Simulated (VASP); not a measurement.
A run of VASP 6.6.1:

The input INCAR:

```
SYSTEM = WS2
PREC = Accurate
ENCUT = 520
EDIFF = 1E-6
ISMEAR = -1
SIGMA = 0.05
LREAL = .False.
LASPH = .True.
NELM = 60
ALGO = Normal
ISIF = 2
LWAVE = .False.
LCHARG = .True.
LELF = .True.
LVHAR = .True.
NBANDS = 20
```

File KPOINTS:

```
Automatic mesh
0
Gamma
  10 10 2
  0 0 0
```

POSCAR

```
WS2
1.0
    3.1404905896      0.0000000000      0.0000000000
   -1.5702452948      2.7197446309      0.0000000000
    0.0000000000      0.0000000000     16.7214879437
W S
1 2
Direct
    0.0000000000      0.0000000000      0.0000000000
    0.3333333333      0.6666666667      0.0920005100
    0.3333333333      0.6666666667      0.9079994900
```

Potentials or basis: VASP PAW LDA potentials, release 64 (W_sv, S).

Command:

```sh
$ cat potpaw_LDA.64/W_sv/POTCAR potpaw_LDA.64/S/POTCAR > POTCAR
$ mpirun -np 1 vasp_std > vasp.out
```

Hardware: 1 thread of Intel(R) Xeon(R) 6975P-C (Granite Rapids), on a shared host.

Q: How long does it take, and how much memory?

A: It took 49 s on 1 thread of Intel(R) Xeon(R) 6975P-C (Granite Rapids), with other jobs on the host, peak memory 0.24 GiB. Counts: scf iterations 21, k points 28.
